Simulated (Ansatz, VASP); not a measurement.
One calculation of GaAs5, two programs

```
CELL_PARAMETERS angstrom
6.13236 0.00000 0.00000
-3.06618 5.31078 0.00000
0.00000 0.00000 5.61939
ATOMIC_POSITIONS crystal
Ga 0.00000 0.00000 0.50000
As 0.00000 0.65754 0.00000
As 0.33333 0.66667 0.50000
As 0.65754 0.00000 0.00000
As 0.66667 0.33333 0.50000
As 0.34246 0.34246 0.00000
```

Change from the starting cell: species swapped into the Mg5Sc type (P-62m, No. 189).

Alike in both runs: task relaxation of cell and atoms; functional PBE; k mesh 3 × 3 × 4; occupations gaussian, width 0.1 eV; no spin polarisation.

```csv
,VASP,Ansatz
version,VASP 6.6.1,Ansatz 0.2.0
potentials or method,"VASP PAW PBE potentials, release 64 (Ga_d, As_d), cutoff 600 eV","scalar-relativistic, plane waves, PAW"
valence electrons in the cell,88,88
```

Ansatz gave:

- gap on the k mesh at the Fermi level, each at its own relaxed structure (eV): none
- relaxed volume (Å³/atom): 19.50
- relaxed cell length with the largest relative difference (Å): 5.224

Problem. What did VASP give for the same quantities?

Solution. gap on the k mesh at the Fermi level, each at its own relaxed structure (eV): none; relaxed volume (Å³/atom): 20.30; relaxed cell length with the largest relative difference (Å): 5.327.

A gap of «none» marks a metal or a gap that the smearing closes.

The k mesh is coarse, so the values compare programs but aren't converged. Noted on VASP's run: the volume moved by over 15 % at a fixed basis, so the end points are rough.
